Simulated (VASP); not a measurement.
# CuAu (P1) in VASP: notebook

Runs on CuAu. Level: r2SCAN. Tasks: single point.

Everything below comes from runs of VASP 6.6.1. Logs are shortened: lines on timing, memory, paths and dates and some standing lists are left out, and cuts for length are marked.

### 1 The cell of the first run

The typed cell holds 20 atoms: a = 7.293 Å, b = 7.305 Å, c = 7.446 Å, α = 104.35°, β = 106.58°, γ = 119.22°.

### 2 Single point, r2SCAN

Input file POSCAR:

```
CuAu
1.0
   -5.9198891969      3.6849501634      2.1357025390
    5.9724721019      3.6981227743     -2.0042990458
   -1.9489318151     -3.8032348150     -6.0974445622
Cu Au
10 10
Direct
    0.0529692593      0.3414441868      0.8983294917
    0.2096330933      0.3993357454      0.5991183264
    0.6436465229      0.5554665000      0.7058118898
    0.6934929579      0.8953404760      0.6055902288
    0.9991143036     -0.0025949767      0.9997398566
    0.7963634242      0.6117814615      0.4009523244
    0.8463166262      0.9412865052      0.2930687713
    0.5081146010      0.5075974195      0.0030367083
    0.9037213787      0.2925374967      0.1907507225
    0.9358120733      0.6544198409      0.1068821570
    0.0758351092      0.6961625581      0.8056784259
    0.5656121144      0.8429210401      0.9008303676
    0.1283981793      0.0584996769      0.6967987651
    0.2253265073      0.7281611892      0.4930081769
    0.6256951484      0.2240375759      0.8100555655
    0.2882317362      0.0940932786      0.3959621796
    0.3496763195      0.4482101895      0.3021842414
    0.3934581144      0.7851753619      0.1921164393
    0.7745370289      0.2446481513      0.4967577969
    0.4684694320      0.1722581023      0.1048187911
```

Input file INCAR.step1:

```
SYSTEM = CuAu
PREC = Accurate
ENCUT = 520
ISMEAR = 0
SIGMA = 0.1
LREAL = Auto
LASPH = .True.
NELM = 100
ISYM = 0
NBANDS = 126
GGA = PE
ALGO = Normal
EDIFF = 1E-4
LWAVE = .True.
LCHARG = .False.
```

Input file INCAR.step2:

```
SYSTEM = CuAu
PREC = Accurate
ENCUT = 520
EDIFF = 1E-6
ISMEAR = 0
SIGMA = 0.1
LREAL = Auto
LASPH = .True.
NELM = 100
ALGO = Normal
ISIF = 2
LWAVE = .False.
LCHARG = .False.
METAGGA = R2SCAN
LMIXTAU = .True.
ISYM = 0
NBANDS = 126
ISTART = 1
```

Input file KPOINTS:

```
Automatic mesh
0
Gamma
  2 2 2
  0.5 0.5 0.5
```

Potentials or basis: VASP PAW PBE potentials, release 64 (Cu, Au).

On the command line:

```console
$ cat potpaw_PBE.64/Cu/POTCAR potpaw_PBE.64/Au/POTCAR > POTCAR
$ cp INCAR.step1 INCAR
$ mpirun -np 1 vasp_std > vasp.out
$ cp INCAR.step2 INCAR
$ mpirun -np 1 vasp_std > vasp.out
```

OUTCAR:

```text
SYSTEM = CuAu
   PREC = Accurate
   ENCUT = 520
   EDIFF = 1E-6
   ISMEAR = 0
   LREAL = Auto
   LASPH = .True.
   NELM = 100
   ISIF = 2
   METAGGA = R2SCAN
   ISYM = 0
   ISTART = 1

 ion  position               nearest neighbor table
   1  0.053  0.341  0.898-  15 2.61  13 2.62  18 2.64   4 2.67   5 2.68   8 2.69   9 2.72  19 2.77
                            11 2.78  17 2.79
   2  0.210  0.399  0.599-   3 2.56  19 2.57  13 2.60  14 2.67  12 2.67  17 2.72   7 2.74  16 2.77
                            11 3.05
   3  0.644  0.555  0.706-   2 2.56  11 2.58  12 2.64   5 2.65   4 2.65  15 2.68   8 2.70  16 2.76
                            17 2.79  10 2.79  19 3.11
   4  0.693  0.895  0.606-  13 2.57   3 2.65  12 2.66   1 2.67  17 2.68  19 2.71  14 2.76   5 2.77
                             6 2.79  15 2.85  18 2.85
   5  0.999  0.997  1.000-  12 2.57   3 2.65   1 2.68  10 2.68  17 2.70  11 2.71  13 2.73   7 2.75
                            16 2.76   9 2.77  20 2.77   4 2.77
   6  0.796  0.612  0.401-   7 2.62  14 2.62  20 2.62  17 2.64  13 2.65  10 2.69   8 2.75   4 2.79
                            11 2.82  19 2.89
   7  0.846  0.941  0.293-   8 2.59   6 2.62  16 2.62  10 2.67  18 2.69  12 2.71  19 2.72   9 2.73
                            13 2.73   2 2.74   5 2.75
   8  0.508  0.508  0.003-  10 2.53   7 2.59  12 2.62  20 2.65   1 2.69   3 2.70  13 2.73   6 2.75
                            18 2.78  17 2.82  15 2.84
   9  0.904  0.293  0.191-  14 2.62  17 2.63  12 2.66  20 2.66   1 2.72  15 2.72   7 2.73  19 2.74
                             5 2.77  10 2.78
  10  0.936  0.654  0.107-   8 2.53  15 2.58  16 2.63   7 2.67   5 2.68   6 2.69  11 2.74  14 2.77
                             9 2.78   3 2.79  18 2.80
  11  0.076  0.696  0.806-   3 2.58  19 2.70   5 2.71  10 2.74   1 2.78  18 2.80   6 2.82  20 2.84
                            13 2.84  14 2.85  12 2.97   2 3.05  15 3.43
  12  0.566  0.843  0.901-   5 2.57   8 2.62   3 2.64   9 2.66   4 2.66   2 2.67   7 2.71  18 2.82
                            15 2.88  14 2.91  11 2.97  20 3.01
  13  0.128  0.058  0.697-   4 2.57   2 2.60   1 2.62   6 2.65   8 2.73   7 2.73   5 2.73  16 2.82
                            11 2.84  20 2.92  15 2.97  14 3.01  19 3.60
  14  0.225  0.728  0.493-   9 2.62   6 2.62   2 2.67   4 2.76  10 2.77  16 2.80  17 2.85  11 2.85
                            18 2.87  12 2.91  15 2.95  13 3.01  19 3.47
  15  0.626  0.224  0.810-  10 2.58   1 2.61   3 2.68   9 2.72  20 2.77   8 2.84  19 2.85   4 2.85
                            12 2.88  16 2.90  14 2.95  13 2.97  11 3.43
  16  0.288  0.094  0.396-   7 2.62  10 2.63  17 2.71   3 2.76   5 2.76   2 2.77  14 2.80  13 2.82
                            20 2.87  15 2.90  19 2.93  18 2.94
  17  0.350  0.448  0.302-   9 2.63   6 2.64   4 2.68  18 2.69   5 2.70  16 2.71   2 2.72   3 2.79
                             1 2.79  20 2.82   8 2.82  14 2.85
  18  0.393  0.785  0.192-   1 2.64  17 2.69   7 2.69  19 2.77   8 2.78  10 2.80  11 2.80  12 2.82
                             4 2.85  14 2.87  20 2.88  16 2.94
  19  0.775  0.245  0.497-   2 2.57  11 2.70   4 2.71   7 2.72   9 2.74   1 2.77  18 2.77  15 2.85
                            20 2.85   6 2.89  16 2.93   3 3.11  14 3.47  13 3.60
  20  0.468  0.172  0.105-   6 2.62   8 2.65   9 2.66   5 2.77  15 2.77  17 2.82  11 2.84  19 2.85
                            16 2.87  18 2.88  13 2.92  12 3.01

IMPORTANT INFORMATION: All symmetrisations will be switched off!
NOSYMM: (Re-)initialisation of all symmetry stuff for point group C_1.

----------------------------------------------------------------------------------------

                                     Primitive cell

  volume of cell :     294.0838

  direct lattice vectors                    reciprocal lattice vectors
    -5.919889197  3.684950163  2.135702539    -0.102596313  0.137114160 -0.052730964
     5.972472102  3.698122774 -2.004299046     0.048782690  0.136894750 -0.100979519
    -1.948931815 -3.803234815 -6.097444562    -0.051971002  0.003027013 -0.149279668

  length of vectors
     7.292816407  7.305049605  7.445922405     0.179183847  0.176965496  0.158096702

  position of ions in fractional coordinates (direct lattice)
     0.052969259  0.341444187  0.898329492
     0.209633093  0.399335745  0.599118326
     0.643646523  0.555466500  0.705811890
     0.693492958  0.895340476  0.605590229
     0.999114304  0.997405023  0.999739857
     0.796363424  0.611781462  0.400952324
[... 12 lines left out ...]
     0.774537029  0.244648151  0.496757797
     0.468469432  0.172258102  0.104818791

  ion indices of the primitive-cell ions
   primitive index   ion index
                 1           1
                 2           2
                 3           3
                 4           4
                 5           5
                 6           6
[... 12 lines left out ...]
                19          19
                20          20

----------------------------------------------------------------------------------------

 KPOINTS: Automatic mesh

Automatic generation of k-mesh.
 Grid dimensions read from file:
 generate k-points for:    2    2    2

 Generating k-lattice:

  Cartesian coordinates                     Fractional coordinates (reciprocal lattice)
    -0.051298157  0.068557080 -0.026365482     0.500000000 -0.000000000  0.000000000
     0.024391345  0.068447375 -0.050489759    -0.000000000  0.500000000  0.000000000
    -0.025985501  0.001513506 -0.074639834     0.000000000 -0.000000000  0.500000000

  Length of vectors
     0.089591923  0.088482748  0.079048351

  Shift w.r.t. Gamma in fractional coordinates (k-lattice)
     0.500000000  0.500000000  0.500000000

 Subroutine IBZKPT returns following result:
 ===========================================

 Found      4 irreducible k-points:

 Following reciprocal coordinates:
            Coordinates               Weight
  0.250000  0.250000  0.250000      2.000000
 -0.250000  0.250000  0.250000      2.000000
  0.250000 -0.250000  0.250000      2.000000
 -0.250000 -0.250000  0.250000      2.000000
   k-points           NKPTS =      4   k-points in BZ     NKDIM =      4   number of bands    NBANDS=    126
   number of dos      NEDOS =    301   number of ions     NIONS =     20
   total plane-waves  NPLWV = 163296
   dimension x,y,z NGX =    54 NGY =   54 NGZ =   56
   dimension x,y,z NGXF=   108 NGYF=  108 NGZF=  112
   ions per type =              10  10
   NGX,Y,Z   is equivalent  to a cutoff of  12.31, 12.29, 12.50 a.u.
   NGXF,Y,Z  is equivalent  to a cutoff of  24.62, 24.58, 25.01 a.u.
 SYSTEM =  CuAu
   PREC   = accura    normal or accurate (medium, high low for compatibility)
   ISTART =      1    job   : 0-new  1-cont  2-samecut
   ICHARG =      0    charge: 1-file 2-atom 10-const
   ISPIN  =      1    spin polarized calculation?
   LNONCOLLINEAR =      F non collinear calculations
   LSORBIT =      F    spin-orbit coupling
   LASPH  =      T    aspherical Exc in radial PAW
   ENCUT  =  520.0 eV  38.22 Ry    6.18 a.u.  13.56 13.58 13.84*2*pi/ulx,y,z
   NELM   =    100;   NELMIN=  2; NELMDL=  0     # of ELM steps
   EDIFF  = 0.1E-05   stopping-criterion for ELM
   LREAL  =      T    real-space projection
   EDIFFG = 0.1E-04   stopping-criterion for IOM
   NSW    =      0    number of steps for IOM
   IBRION =     -1    ionic relax: 0-MD 1-quasi-New 2-CG
   NFREE  =      0    steps in history (QN), initial steepest desc. (CG)
   ISIF   =      2    stress and relaxation
   ISYM   =      0    0-nonsym 1-usesym 2-fastsym
   POTIM  = 0.5000    time-step for ionic-motion
   TEBEG  =    0.0;   TEEND  =   0.0 temperature during run
   PSTRESS=    0.0 pullay stress
   NELECT =     220.0000    total number of electrons
   NUPDOWN=      -1.0000    fix difference up-down
   EMIN   =  10.00;   EMAX   =-10.00  energy-range for DOS
   EFERMI =   0.00;   METHOD = LEGACY
   ISMEAR =     0;   SIGMA  =   0.10  broadening in eV -4-tet -1-fermi 0-gaus
   EFERMI_NEDOS =   21; number of points for ismear=-14 and -15
   IALGO  =     38    algorithm
   IMIX   =      4    mixing-type and parameters
     AMIX     =   0.40;   BMIX     =  1.00
     AMIX_MAG =   1.60;   BMIX_MAG =  1.00
  volume/ion in A,a.u.               =      14.70        99.23
  Fermi-wavevector in a.u.,A,eV,Ry     =   1.486136  2.808391 30.049846  2.208601
  Thomas-Fermi vector in A             =   2.599461
   LORBIT       =      0    0 simple, 1 ext, 2 COOP (PROOUT), +10 PAW based schemes
   METAGGA = R2SCAN    functional components
   LHFCALC =     F    Hartree Fock is set to
   AEXX    =    0.0000 exact exchange contribution
   IVDW    =     0    specifies the selected vdW correction
   LEPSILON=     F    determine dielectric tensor
   LRPA    =     F    only Hartree local field effects (RPA)
 non-spin polarized calculation
 Gauss-broadening in eV      SIGMA  =   0.10
  energy-cutoff  :      520.00
  volume of cell :      294.08
 maximum number of plane-waves:      7933
 NGX is ok and might be reduce to    54
   NGX = 27   NGY = 27   NGZ = 27

 number of electron     219.9999998 magnetization

 Free energy of the ion-electron system (eV)
  ---------------------------------------------------
  ext. energy  EPLUGINS =         0.00000000
  ---------------------------------------------------
  free energy    TOTEN  =      -614.40244027 eV

  energy without entropy =     -614.37564436  energy(sigma->0) =     -614.38904231

 E-fermi :   8.1571     XC(G=0): -13.5274

 val. band max:        8.1270487032   @ k =   0.2500   0.2500   0.2500
 cond. band min:       8.1869922110   @ k =  -0.2500   0.2500   0.2500
 fundamental gap:      0.0599435079
 Fermi energy:         8.1570845260

 k-point     1 :       0.2500    0.2500    0.2500
  band No.  band energies     occupation
      1      -0.0281      2.00000
      2       0.2270      2.00000
      3       0.3404      2.00000
      4       0.5383      2.00000
      5       1.3919      2.00000
      6       1.5277      2.00000
[... 114 lines left out ...]
    121      12.8749      0.00000
    122      13.3658      0.00000

 k-point     2 :      -0.2500    0.2500    0.2500
  band No.  band energies     occupation
      1      -0.9746      2.00000
      2       0.8221      2.00000
      3       0.9118      2.00000
      4       1.2519      2.00000
      5       1.3177      2.00000
      6       1.4358      2.00000
[... 114 lines left out ...]
    121      12.4729      0.00000
    122      13.6051      0.00000

 k-point     3 :       0.2500   -0.2500    0.2500
  band No.  band energies     occupation
      1      -0.9584      2.00000
      2       0.7942      2.00000
      3       1.0024      2.00000
      4       1.2699      2.00000
      5       1.3656      2.00000
      6       1.4456      2.00000
[... 114 lines left out ...]
    121      12.9237      0.00000
    122      13.2946      0.00000

 k-point     4 :      -0.2500   -0.2500    0.2500
  band No.  band energies     occupation
      1      -0.7197      2.00000
      2       0.7274      2.00000
      3       0.8973      2.00000
      4       0.9817      2.00000
      5       1.0320      2.00000
      6       1.5853      2.00000
[... 114 lines left out ...]
    121      12.2090      0.00000
    122      12.5484      0.00000
 [bands above 122 left out]

------------------------ aborting loop because EDIFF is reached ----------------------------------------

  FORCE on cell =-STRESS in cart. coord.  units (eV):
  Direction    XX          YY          ZZ          XY          YZ          ZX
  --------------------------------------------------------------------------------------
  -------------------------------------------------------------------------------------
  Total        0.8062724      0.8657302      0.6639071     -0.0374928     -0.0741870      0.0668324
  in kB        4.3925953      4.7165235      3.6169854     -0.2042620     -0.4041728      0.3641048
  external PRESSURE =       4.2420347 kB  Pullay stress =       0.0000000 kB

 VOLUME and BASIS-vectors are now :
 -----------------------------------------------------------------------------
  energy-cutoff  :      520.00
  volume of cell :      294.08
      direct lattice vectors                 reciprocal lattice vectors
    -5.919889197  3.684950163  2.135702539    -0.102596313  0.137114160 -0.052730964
     5.972472102  3.698122774 -2.004299046     0.048782690  0.136894750 -0.100979519
    -1.948931815 -3.803234815 -6.097444562    -0.051971002  0.003027013 -0.149279668

 POSITION                                       TOTAL-FORCE (eV/Angst)
 -----------------------------------------------------------------------------------
     -0.02509     -1.95867     -6.04874         0.000638      0.002135      0.009907
     -0.02362     -0.02931     -4.00577        -0.005904      0.010377     -0.008553
     -1.86839      1.74162     -4.04233         0.006725      0.001130      0.001571
      0.06174      3.56336     -4.00599         0.008261     -0.008797     -0.007401
     -1.90610      3.56797     -5.96115         0.008506      0.003755      0.006107
     -1.84196      3.67209     -1.97018        -0.000546      0.006053      0.002259
[... 12 lines left out ...]
     -4.09217      1.86958     -1.86512         0.007826      0.005084     -0.001737
     -1.94877      1.96467      0.01613        -0.002700     -0.001870     -0.002678
 -----------------------------------------------------------------------------------
    total drift:                               -0.004076     -0.022815      0.017710

  FREE ENERGIE OF THE ION-ELECTRON SYSTEM (eV)
  ---------------------------------------------------
  free  energy   TOTEN  =      -614.4024402653 eV

  energy  without entropy=     -614.3756443636  energy(sigma->0) =     -614.38904231
```

It took 11 min on 1 thread of Intel Xeon 6975P-C (Granite Rapids), shared host; peak memory 0.49 GiB.

What came out:

```
Free energy            : -614.4024 eV
Pressure               : 0.4 GPa
Largest force          : 0.016 eV/Å
Band gap on the k mesh : zero (bands 110 and 111 overlap by 0.06 eV)
```

Forces in eV/Å, atoms in the order of the input:
```
Cu   0.001  0.002  0.010
Cu  -0.006  0.010 -0.009
Cu   0.007  0.001  0.002
Cu   0.008 -0.009 -0.007
Cu   0.009  0.004  0.006
Cu  -0.001  0.006  0.002
Cu  -0.010 -0.005  0.005
Cu  -0.002 -0.013  0.003
Cu  -0.002 -0.003  0.001
Cu  -0.008 -0.001 -0.004
Au  -0.002 -0.004  0.002
Au   0.009  0.005 -0.001
Au  -0.014 -0.006 -0.003
Au  -0.004  0.001 -0.002
Au   0.002  0.000  0.003
Au   0.001  0.001 -0.008
Au   0.001  0.003 -0.002
Au   0.006  0.003  0.007
Au   0.008  0.005 -0.002
Au  -0.003 -0.002 -0.003
```

Stress tensor (GPa, compression positive):
```
 0.44 -0.02  0.04
-0.02  0.47 -0.04
 0.04 -0.04  0.36
```

Caveat: the k points lie up to 0.54 Å⁻¹ apart; the PAW data sets were made with another functional, which shifts forces and pressure a little; spin-orbit coupling is left out, which moves the levels of the heavy elements.

### 3 Single point, r2SCAN

This run uses another cell than the first one, of 14.74 Å³/atom.

Input file POSCAR:

```
CuAu
1.0
   -5.9113526833      3.7017186641      1.9819966513
    5.8939111879      3.7320431135     -2.0949700366
   -1.9363053278     -3.6277904760     -5.9914096300
Cu Au
10 10
Direct
    0.1390167144      0.0278595411      0.6825667413
    0.2536643732      0.7630492043      0.4995599502
    0.5821856278      0.2069457637      0.7896284626
    0.6541683723      0.5526840861      0.7089113493
    0.7129673318      0.9023138584      0.5956949105
    0.2794958745      0.0785166173      0.3998201123
    0.8190251864      0.6195998157      0.3985473002
    0.8495897847      0.9388510789      0.3078862505
    0.5252260287      0.5244354325      0.0078336770
    0.9407120281      0.6467389104      0.1056012047
    0.0410006105      0.3376712015      0.8984239352
    0.0844860699      0.6935194957      0.7822368108
    0.5464625427      0.8497336377      0.8769556409
    0.2102845935      0.3752490431      0.6047437402
    0.3878495287      0.4712960658      0.3218241982
    0.3955154594      0.8030450653      0.2028480423
    0.9937978974     -0.0151468637      1.0090706161
    0.7242894373      0.2443138834      0.5034725661
    0.4520017774      0.1671213897      0.0825023971
    0.9122530240      0.3191543377      0.2170291876
```

Input file INCAR.step1:

```
SYSTEM = CuAu
  PREC = Accurate
  ENCUT = 520
  ISMEAR = 0
  SIGMA = 0.1
  LREAL = Auto
  LASPH = .True.
  NELM = 80
  NBANDS = 126
  ISYM = 0
  GGA = PE
  ALGO = Normal
  EDIFF = 1E-4
  LWAVE = .True.
  LCHARG = .False.
```

Input file INCAR.step2:

```
SYSTEM = CuAu
  PREC = Accurate
  ENCUT = 520
  EDIFF = 1E-7
  ISMEAR = 0
  SIGMA = 0.1
  LREAL = Auto
  LASPH = .True.
  NELM = 80
  ALGO = Normal
  ISIF = 2
  LWAVE = .False.
  LCHARG = .False.
  METAGGA = R2SCAN
  LMIXTAU = .True.
  NBANDS = 126
  ISYM = 0
  ISTART = 1
```

KPOINTS is that of step 2.

Potentials or basis: VASP PAW PBE potentials, release 64 (Cu, Au).

On the command line:

```console
$ cat potpaw_PBE.64/Cu/POTCAR potpaw_PBE.64/Au/POTCAR > POTCAR
$ cp INCAR.step1 INCAR
$ mpirun -np 1 vasp_std > vasp.out
$ cp INCAR.step2 INCAR
$ mpirun -np 1 vasp_std > vasp.out
```

Run time: 11 min. Hardware: 1 thread of Intel Xeon 6975P-C (Granite Rapids), shared host; peak memory 0.48 GiB.

Results (log left out):

```yaml
Free_energy: -614.0846 eV
Pressure: 0.3 GPa
Largest_force: 0.028 eV/Å
Band_gap_on_the_k_mesh: zero (bands 110 and 111 overlap by 0.06 eV)
```

Forces on the atoms (eV/Å):
```
Cu   0.013  0.016 -0.009
Cu  -0.012 -0.006  0.006
Cu  -0.002 -0.007  0.022
Cu   0.010  0.000  0.010
Cu   0.002 -0.012  0.002
Cu   0.006  0.013  0.002
Cu  -0.017 -0.017  0.008
Cu   0.018  0.021  0.005
Cu   0.015 -0.011 -0.007
Cu  -0.014  0.013  0.010
Au  -0.006  0.009  0.004
Au  -0.003 -0.003 -0.004
Au   0.002  0.001 -0.025
Au   0.006  0.005 -0.002
Au  -0.002 -0.020  0.001
Au   0.000 -0.001  0.006
Au  -0.003 -0.007 -0.013
Au  -0.003  0.014  0.006
Au  -0.003 -0.001 -0.018
Au  -0.007 -0.006 -0.006
```

Stress tensor (GPa, compression positive):
```
0.21 0.02 0.07
0.02 0.36 0.10
0.07 0.10 0.43
```

Levels at points of the mesh, in eV from the Fermi level:
```
           k point  band 108  band 109  band 110  band 111  band 112  band 113
(0.25, 0.25, 0.25)     -0.38     -0.30     -0.20     -0.02      0.20      1.17
```

Caveat: the k points lie up to 0.54 Å⁻¹ apart; the PAW data sets were made with another functional, which shifts forces and pressure a little; spin-orbit coupling is left out, which moves the levels of the heavy elements.

The gap in the log of VASP goes by the Fermi energy; the results here count the filled bands.